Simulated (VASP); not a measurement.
# Li5NbO5 (C2/m) in VASP: notebook

Runs on Li5NbO5. Level: LDA. Tasks: single point.

Everything below comes from runs of VASP 6.6.1. Logs are shortened: lines on timing, memory, paths and dates and some standing lists are left out, and cuts for length are marked.

## (1) The cell of the first run

Symmetry: C2/m, No. 12, monoclinic system. The conventional cell has a = 9.232 Å, b = 3.860 Å, c = 5.542 Å, α = 90.00°, β = 108.73°, γ = 90.00°. Li (site symmetry m) has 5 O at 1.81 to 2.25 Å within 2.4 Å. Within 3.0 Å of Li (site symmetry m) lie 5 O at 1.87 to 2.14 Å and 8 Li at 2.49 to 2.93 Å and 3 Nb at 2.71 to 2.88 Å. Within 2.6 Å of Li (site symmetry 2/m) lie 4 O at 1.90 to 2.02 Å and 2 Li at 2.53 Å. Within 2.5 Å of Nb (site symmetry 2/m) lie 6 O at 1.91 to 1.93 Å. Within 2.4 Å of O (site symmetry m) lie 5 Li at 1.81 to 1.96 Å and 1 Nb at 1.93 Å. Within 2.5 Å of O (site symmetry m) lie 5 Li at 1.86 to 2.02 Å and 1 Nb at 1.91 Å. Within 2.6 Å of O (site symmetry 2/m) lie 2 Nb at 1.93 Å and 4 Li at 2.14 to 2.25 Å.

## (2) Single point, LDA (atoms shifted along a free coordinate)

The input, INCAR:

```
PREC = Accurate ; ENCUT = 520
EDIFF = 1E-7 ; ISMEAR = 0
SIGMA = 0.05 ; LREAL = F
LASPH = T ; NELM = 60
ALGO = Normal ; ISIF = 2
LWAVE = F ; LCHARG = F
NBANDS = 40
```

The input, KPOINTS:

```
Automatic mesh
0
Gamma
  6 6 4
```

The input, POSCAR:

```
Li5NbO5
1.0
    4.6158404673     -1.9301716644      0.0016854758
    4.6158404673      1.9301716644      0.0016854758
   -1.7816238942      0.0000000000      5.2478719483
Li Nb O
5 1 5
Direct
    0.7109411516      0.7109411516      0.3440026628
    0.6906897028      0.6906897028      0.8611561737
    0.0000000000      0.0000000000      0.5000000000
    0.3093102972      0.3093102972      0.1388438263
    0.2890588484      0.2890588484      0.6559973372
    0.0000000000      0.0000000000      0.0000000000
    0.8485073061      0.8485073061      0.1723954392
    0.8410908504      0.8410908504      0.6794328431
    0.5000000000      0.5000000000      0.0000000000
    0.1589091496      0.1589091496      0.3205671569
    0.1514926939      0.1514926939      0.8276045608
```

Potentials or basis: VASP PAW LDA potentials, release 64 (Li_sv, Nb_sv, O).

Launch:

```
> cat potpaw_LDA.64/Li_sv/POTCAR potpaw_LDA.64/Nb_sv/POTCAR potpaw_LDA.64/O/POTCAR > POTCAR
> mpirun -np 1 vasp_std > vasp.out
```

OUTCAR:

```text
PREC = Accurate
   ENCUT = 520
   EDIFF = 1E-7
   ISMEAR = 0
   LREAL = F
   LASPH = T
   NELM = 60
   ISIF = 2

 ion  position               nearest neighbor table
   1  0.711  0.711  0.344-   7 1.81   8 1.86  10 1.98  10 1.98   9 2.25   3 2.53   5 2.54   5 2.54
                             4 2.55   4 2.55
   2  0.691  0.691  0.861-   7 1.87   8 1.96  11 1.96  11 1.96   9 2.14   4 2.49   4 2.49   5 2.55
                             5 2.55   6 2.71
   3  0.000  0.000  0.500-   7 1.90  11 1.90  10 2.02   8 2.02   1 2.53   5 2.53   6 2.77   6 2.77

   4  0.309  0.309  0.139-  11 1.87  10 1.96   7 1.96   7 1.96   9 2.14   2 2.49   2 2.49   1 2.55
                             1 2.55   6 2.71
   5  0.289  0.289  0.656-  11 1.81  10 1.86   8 1.98   8 1.98   9 2.25   3 2.53   1 2.54   1 2.54
                             2 2.55   2 2.55
   6  0.000  0.000  0.000-   8 1.91  10 1.91   9 1.93   9 1.93   7 1.93  11 1.93   2 2.71   4 2.71
                             3 2.77   3 2.77
   7  0.849  0.849  0.172-   1 1.81   2 1.87   3 1.90   6 1.93   4 1.96   4 1.96
   8  0.841  0.841  0.679-   1 1.86   6 1.91   2 1.96   5 1.98   5 1.98   3 2.02
   9  0.500  0.500  0.000-   6 1.93   6 1.93   2 2.14   4 2.14   1 2.25   5 2.25
  10  0.159  0.159  0.321-   5 1.86   6 1.91   4 1.96   1 1.98   1 1.98   3 2.02
  11  0.151  0.151  0.828-   5 1.81   4 1.87   3 1.90   6 1.93   2 1.96   2 1.96

  LATTYP: Found a base centered monoclinic cell.
 ALAT       =     9.2316815501
 B/A-ratio  =     0.4181625317
 C/A-ratio  =     0.6003296657
 COS(beta)  =    -0.3211278814

  Lattice vectors:

 A1 = (   4.6158404673,  -1.9301716644,   0.0016854758)
 A2 = (   4.6158404673,   1.9301716644,   0.0016854758)
 A3 = (  -1.7816238942,   0.0000000000,   5.2478719483)

Analysis of symmetry for initial positions (statically):
=====================================================================
 Subroutine PRICEL returns:
 Original cell was already a primitive cell.

 Routine SETGRP: Setting up the symmetry group for a
 base centered monoclinic supercell.

 Subroutine GETGRP returns: Found  4 space group operations
 (whereof  4 operations were pure point group operations)
 out of a pool of  4 trial point group operations.

The static configuration has the point symmetry C_2h.

Analysis of symmetry for dynamics (positions and initial velocities):
=====================================================================
 Subroutine PRICEL returns:
 Original cell was already a primitive cell.

 Routine SETGRP: Setting up the symmetry group for a
 base centered monoclinic supercell.

 Subroutine GETGRP returns: Found  4 space group operations
 (whereof  4 operations were pure point group operations)
 out of a pool of  4 trial point group operations.

The dynamic configuration has the point symmetry C_2h.

 Subroutine INISYM returns: Found  4 space group operations
 (whereof  4 operations are pure point group operations),
 and found     1 'primitive' translations

----------------------------------------------------------------------------------------

                                     Primitive cell

  volume of cell :      93.5220

  direct lattice vectors                    reciprocal lattice vectors
     4.615840467 -1.930171664  0.001685476     0.108309208 -0.259044317  0.036770385
     4.615840467  1.930171664  0.001685476     0.108309208  0.259044317  0.036770385
    -1.781623894  0.000000000  5.247871948    -0.000069572  0.000000000  0.190529811

  length of vectors
     5.003153877  5.003153877  5.542052299     0.283172922  0.283172922  0.190529823

  position of ions in fractional coordinates (direct lattice)
     0.710941152  0.710941152  0.344002663
     0.690689703  0.690689703  0.861156174
     0.000000000  0.000000000  0.500000000
     0.309310297  0.309310297  0.138843826
     0.289058848  0.289058848  0.655997337
     0.000000000  0.000000000  0.000000000
     0.848507306  0.848507306  0.172395439
     0.841090850  0.841090850  0.679432843
     0.500000000  0.500000000  1.000000000
     0.158909150  0.158909150  0.320567157
     0.151492694  0.151492694  0.827604561

  ion indices of the primitive-cell ions
   primitive index   ion index
                 1           1
                 2           2
                 3           3
                 4           4
                 5           5
                 6           6
                 7           7
                 8           8
                 9           9
                10          10
                11          11

----------------------------------------------------------------------------------------

 KPOINTS: Automatic mesh

Automatic generation of k-mesh.
 Grid dimensions read from file:
 generate k-points for:    6    6    4

 Generating k-lattice:

  Cartesian coordinates                     Fractional coordinates (reciprocal lattice)
     0.018051535 -0.043174053  0.006128398     0.166666667 -0.000000000  0.000000000
     0.018051535  0.043174053  0.006128398    -0.000000000  0.166666667  0.000000000
    -0.000017393  0.000000000  0.047632453    -0.000000000 -0.000000000  0.250000000

  Length of vectors
     0.047195487  0.047195487  0.047632456

  Shift w.r.t. Gamma in fractional coordinates (k-lattice)
     0.000000000  0.000000000  0.000000000

 Subroutine IBZKPT returns following result:
 ===========================================

 Found     47 irreducible k-points:

 Following reciprocal coordinates:
            Coordinates               Weight
  0.000000  0.000000  0.000000      1.000000
  0.166667 -0.000000  0.000000      4.000000
  0.333333  0.000000  0.000000      4.000000
  0.500000 -0.000000  0.000000      2.000000
  0.166667  0.166667  0.000000      2.000000
  0.333333  0.166667  0.000000      4.000000
[... 16 lines left out ...]
 -0.333333  0.166667  0.250000      4.000000
 -0.166667  0.166667  0.250000      4.000000
 [... further k-points ...]
   k-points           NKPTS =     47   k-points in BZ     NKDIM =     47   number of bands    NBANDS=     40
   number of dos      NEDOS =    301   number of ions     NIONS =     11
   total plane-waves  NPLWV =  67200
   dimension x,y,z NGX =    40 NGY =   40 NGZ =   42
   dimension x,y,z NGXF=    80 NGYF=   80 NGZF=   84
   ions per type =               5   1   5
   NGX,Y,Z   is equivalent  to a cutoff of  13.29, 13.29, 12.60 a.u.
   NGXF,Y,Z  is equivalent  to a cutoff of  26.58, 26.58, 25.20 a.u.
 SYSTEM =  unknown system
   PREC   = accura    normal or accurate (medium, high low for compatibility)
   ISTART =      0    job   : 0-new  1-cont  2-samecut
   ICHARG =      2    charge: 1-file 2-atom 10-const
   ISPIN  =      1    spin polarized calculation?
   LNONCOLLINEAR =      F non collinear calculations
   LSORBIT =      F    spin-orbit coupling
   LASPH  =      T    aspherical Exc in radial PAW
   ENCUT  =  520.0 eV  38.22 Ry    6.18 a.u.   9.30  9.30 10.30*2*pi/ulx,y,z
   NELM   =     60;   NELMIN=  2; NELMDL= -5     # of ELM steps
   EDIFF  = 0.1E-06   stopping-criterion for ELM
   LREAL  =      F    real-space projection
   EDIFFG = 0.1E-05   stopping-criterion for IOM
   NSW    =      0    number of steps for IOM
   IBRION =     -1    ionic relax: 0-MD 1-quasi-New 2-CG
   NFREE  =      0    steps in history (QN), initial steepest desc. (CG)
   ISIF   =      2    stress and relaxation
   ISYM   =      2    0-nonsym 1-usesym 2-fastsym
   POTIM  = 0.5000    time-step for ionic-motion
   TEBEG  =    0.0;   TEEND  =   0.0 temperature during run
   PSTRESS=    0.0 pullay stress
   NELECT =      58.0000    total number of electrons
   NUPDOWN=      -1.0000    fix difference up-down
   EMIN   =  10.00;   EMAX   =-10.00  energy-range for DOS
   EFERMI =   0.00;   METHOD = LEGACY
   ISMEAR =     0;   SIGMA  =   0.05  broadening in eV -4-tet -1-fermi 0-gaus
   EFERMI_NEDOS =   21; number of points for ismear=-14 and -15
   IALGO  =     38    algorithm
   IMIX   =      4    mixing-type and parameters
     AMIX     =   0.40;   BMIX     =  1.00
     AMIX_MAG =   1.60;   BMIX_MAG =  1.00
  volume/ion in A,a.u.               =       8.50        57.37
  Fermi-wavevector in a.u.,A,eV,Ry     =   1.396088  2.638224 26.518607  1.949063
  Thomas-Fermi vector in A             =   2.519477
   LORBIT       =      0    0 simple, 1 ext, 2 COOP (PROOUT), +10 PAW based schemes
   GGA     = CA    functional components
   LHFCALC =     F    Hartree Fock is set to
   AEXX    =    0.0000 exact exchange contribution
   IVDW    =     0    specifies the selected vdW correction
   LEPSILON=     F    determine dielectric tensor
   LRPA    =     F    only Hartree local field effects (RPA)
 non-spin polarized calculation
 Gauss-broadening in eV      SIGMA  =   0.05
  energy-cutoff  :      520.00
  volume of cell :       93.52
 maximum number of plane-waves:      2535
 NGX is ok and might be reduce to    40
   NGX = 19   NGY = 19   NGZ = 21

 number of electron      58.0000013 magnetization

 Free energy of the ion-electron system (eV)
  ---------------------------------------------------
  ext. energy  EPLUGINS =         0.00000000
  ---------------------------------------------------
  free energy    TOTEN  =       -76.01819817 eV

  energy without entropy =      -76.01819817  energy(sigma->0) =      -76.01819817

 E-fermi :   3.8066     XC(G=0): -11.1047

 val. band max:        3.4310455217   @ k =   0.0000   0.0000   0.0000
 cond. band min:       6.7876085889   @ k =   0.5000   0.5000   0.5000
 fundamental gap:      3.3565630671
 Fermi energy:         3.8065878221

 k-point     1 :       0.0000    0.0000    0.0000
  band No.  band energies     occupation
      1     -50.2320      2.00000
      2     -38.6100      2.00000
      3     -38.2798      2.00000
      4     -38.2021      2.00000
      5     -37.8218      2.00000
      6     -37.7647      2.00000
[... 32 lines left out ...]
     39      14.7050      0.00000
[... 988 lines left out ...]
     39      14.7622      0.00000
     40      14.9737      0.00000

 [... further k-points ...]

------------------------ aborting loop because EDIFF is reached ----------------------------------------

  FORCE on cell =-STRESS in cart. coord.  units (eV):
  Direction    XX          YY          ZZ          XY          YZ          ZX
  --------------------------------------------------------------------------------------
  -------------------------------------------------------------------------------------
  Total        8.0335518      8.7885369      9.3598324      0.0000000      0.0000000      0.5501769
  in kB      137.6272387    150.5613070    160.3484874      0.0000000      0.0000000      9.4253860
  external PRESSURE =     149.5123443 kB  Pullay stress =       0.0000000 kB

 VOLUME and BASIS-vectors are now :
 -----------------------------------------------------------------------------
  energy-cutoff  :      520.00
  volume of cell :       93.52
      direct lattice vectors                 reciprocal lattice vectors
     4.615840467 -1.930171664  0.001685476     0.108309208 -0.259044317  0.036770385
     4.615840467  1.930171664  0.001685476     0.108309208  0.259044317  0.036770385
    -1.781623894  0.000000000  5.247871948    -0.000069572  0.000000000  0.190529811

 POSITION                                       TOTAL-FORCE (eV/Angst)
 -----------------------------------------------------------------------------------
      5.95030      0.00000      1.80768        -0.234176      0.000000      0.021414
      4.84197      0.00000      4.52157        -0.115387      0.000000     -0.152033
     -0.89081      0.00000      2.62394        -0.000000      0.000000      0.000000
      2.60809      0.00000      0.72968         0.115387      0.000000      0.152033
      1.49976      0.00000      3.44356         0.234176      0.000000     -0.021414
      0.00000      0.00000      0.00000        -0.000000      0.000000      0.000000
      7.52600      0.00000      0.90757        -0.375590      0.000000      0.536584
      6.55419      0.00000      3.56841        -0.434815      0.000000     -1.129001
      4.61584      0.00000      0.00169        -0.000000     -0.000000      0.000000
      0.89587      0.00000      1.68283         0.434815      0.000000      1.129001
     -0.07595      0.00000      4.34367         0.375590      0.000000     -0.536584
 -----------------------------------------------------------------------------------
    total drift:                                0.000000     -0.000000      0.000000

  FREE ENERGIE OF THE ION-ELECTRON SYSTEM (eV)
  ---------------------------------------------------
  free  energy   TOTEN  =       -76.0181981714 eV

  energy  without entropy=      -76.0181981714  energy(sigma->0) =      -76.01819817
```

It took 7.4 min on 1 thread of Intel Xeon 8259CL, shared host; peak memory 0.29 GiB.

What came out:

```yaml
Free_energy: -76.0182 eV
Largest_force: 1.210 eV/Å
Band_gap_on_the_k_mesh: 3.36 eV (least direct gap 3.39 eV)
```

Forces on the atoms (eV/Å):
```
Li  -0.234  0.000  0.021
Li  -0.115  0.000 -0.152
Li   0.000  0.000  0.000
Li   0.115  0.000  0.152
Li   0.234  0.000 -0.021
Nb   0.000  0.000  0.000
O   -0.376  0.000  0.537
O   -0.435  0.000 -1.129
O    0.000  0.000  0.000
O    0.435  0.000  1.129
O    0.376  0.000 -0.537
```

Levels at points of the mesh, in eV from the valence-band top:
```
           k point  band 26  band 27  band 28  band 29  band 30  band 31  band 32  band 33
(0.00, 0.00, 0.00)    -0.63    -0.50    -0.14     0.00     3.39     3.75     4.80     4.89
(0.50, 0.00, 0.00)    -0.49    -0.38    -0.24    -0.21     4.60     4.83     5.48     5.73
(0.50, 0.50, 0.00)    -1.32    -1.16    -0.62    -0.14     3.41     3.79     4.06     5.73
(0.00, 0.00, 0.50)    -1.38    -0.99    -0.70    -0.29     3.68     4.05     5.00     5.69
(0.50, 0.00, 0.50)    -0.86    -0.56    -0.53    -0.31     4.77     5.29     5.67     5.90
(0.50, 0.50, 0.50)    -0.89    -0.74    -0.59    -0.19     3.36     3.64     4.90     6.27
```

Caveat: the cell differs from its parent crystal (atoms shifted along a free coordinate); the cutoff is under 1.25 times the usual one of these potentials, so pressure, stress and relaxed cells hold a basis-set (Pulay) error; forces of over 1 eV/Å act on the atoms, so gaps and moduli don't describe the material at rest. A k mesh can miss the band edges.

## (3) Single point, LDA (atoms shifted along a free coordinate)

The input, INCAR:

```
SYSTEM = Li5NbO5
ALGO = Normal
EDIFF = 1E-6
ENCUT = 520
ISIF = 2
ISMEAR = 0
LASPH = .True.
LCHARG = .False.
LREAL = .False.
LWAVE = .False.
NBANDS = 40
NELM = 80
PREC = Accurate
SIGMA = 0.05
```

The input, KPOINTS:

```
k-points
0
Gamma
  6 6 4
  0 0 0
```

The input, POSCAR:

```
Li5NbO5
1.0
    4.7458852382     -1.9845515187      0.0017329617
    4.7458852382      1.9845515187      0.0017329617
   -1.8318186253      0.0000000000      5.3957233115
Li Nb O
5 1 5
Direct
    0.7109411516      0.7109411516      0.3440026628
    0.6906897028      0.6906897028      0.8611561737
    0.0000000000      0.0000000000      0.5000000000
    0.3093102972      0.3093102972      0.1388438263
    0.2890588484      0.2890588484      0.6559973372
    0.0000000000      0.0000000000      0.0000000000
    0.8451699113      0.8451699113      0.1706102025
    0.8410908504      0.8410908504      0.6794328431
    0.5000000000      0.5000000000      0.0000000000
    0.1589091496      0.1589091496      0.3205671569
    0.1548300887      0.1548300887      0.8293897975
```

Potentials or basis: VASP PAW LDA potentials, release 64 (Li_sv, Nb_sv, O).

Launch:

```
> cat potpaw_LDA.64/Li_sv/POTCAR potpaw_LDA.64/Nb_sv/POTCAR potpaw_LDA.64/O/POTCAR > POTCAR
> mpirun -np 1 vasp_std > vasp.out
```

Run time: 7.4 min. Hardware: 1 thread of Intel Xeon 8259CL, shared host; peak memory 0.3 GiB.

The run converged. Its results:

- Free energy: -76.3205 eV
- Largest force: 1.103 eV/Å
- Band gap on the k mesh: 3.03 eV (least direct gap 3.10 eV)

Forces on the atoms (eV/Å):
```
Li  -0.087  0.000  0.017
Li   0.006  0.000 -0.017
Li   0.000  0.000  0.000
Li  -0.006  0.000  0.017
Li   0.087  0.000 -0.017
Nb   0.000  0.000  0.000
O    1.103  0.000 -0.026
O    0.254  0.000  0.037
O    0.000  0.000  0.000
O   -0.254  0.000 -0.037
O   -1.103  0.000  0.026
```

Levels at points of the mesh, in eV from the valence-band top:
```tsv
k point	band 25	band 26	band 27	band 28	band 29	band 30	band 31	band 32	band 33	band 34
(0.00, 0.00, 0.00)	-1.08	-0.56	-0.42	-0.14	-0.02	3.11	3.34	4.32	4.66	6.69
(0.50, 0.00, 0.00)	-0.65	-0.43	-0.36	-0.18	-0.14	4.14	4.80	4.92	5.13	8.38
(0.50, 0.50, 0.00)	-1.26	-1.23	-1.16	-0.60	-0.04	3.06	3.53	3.69	5.44	6.74
(0.00, 0.00, 0.50)	-1.35	-1.22	-0.88	-0.60	-0.22	3.28	3.68	4.47	5.47	6.73
(0.50, 0.00, 0.50)	-1.06	-0.75	-0.47	-0.44	-0.25	4.40	4.87	5.09	5.50	8.61
(0.50, 0.50, 0.50)	-1.27	-0.73	-0.65	-0.60	-0.27	3.03	3.32	4.40	6.07	6.60
```

Caveat: the cell differs from its parent crystal (atoms shifted along a free coordinate); the cutoff is under 1.25 times the usual one of these potentials, so pressure, stress and relaxed cells hold a basis-set (Pulay) error; forces of over 1 eV/Å act on the atoms, so gaps and moduli don't describe the material at rest. A k mesh can miss the band edges.
